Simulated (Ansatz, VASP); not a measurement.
**LiReH6 in VASP and in Ansatz**

```
Li Re H
1.0
     2.85455    0.00000    0.00000
     0.00000    2.85455    0.00000
     0.00000    0.00000    7.28158
Li Re H
1 1 6
Cartesian
  0.0000 0.0000 3.6408
  0.0000 0.0000 0.0000
  1.4273 1.4273 0.0000
  1.4273 1.4273 3.6408
  1.4273 0.0000 1.1818
  1.4273 0.0000 6.0998
  0.0000 1.4273 1.1818
  0.0000 1.4273 6.0998
```

Change from the starting cell: species swapped into the TiGaNi6 type (P4/mmm, No. 123).

Alike in both runs: task relaxation of cell and atoms; functional PBE; k mesh 14 × 14 × 6; occupations gaussian, width 0.1 eV; no spin polarisation.

|  | VASP | Ansatz |
| --- | --- | --- |
| version | VASP 6.6.1 | Ansatz 0.2.0 |
| potentials or method | VASP PAW PBE potentials, release 64 (Li_sv, Re, H), cutoff 600 eV | scalar-relativistic, plane waves, PAW |
| valence electrons in the cell | 16 | 24 |

Ansatz gave:

| Quantity | Value |
| --- | --- |
| gap on the k mesh at the Fermi level, each at its own relaxed structure (eV) | none |
| relaxed volume (Å³/atom) | 7.46 |
| relaxed length of the cell vector where the two differ most in proportion (Å) | 7.336 |

Task: Estimate VASP's values.

Result: gap on the k mesh at the Fermi level, each at its own relaxed structure (eV): none; relaxed volume (Å³/atom): 7.45; relaxed length of the cell vector where the two differ most in proportion (Å): 7.294.

A gap of «none» marks a metal or a gap that the smearing closes. VASP's potentials hold 16 valence electrons a cell and Ansatz's 24, so a difference there can come from the potentials and not from the codes.

Neither program's run includes spin-orbit coupling. Noted on VASP's run: the cutoff is under 1.25 times that of the potentials, so the pressure is a little rough.
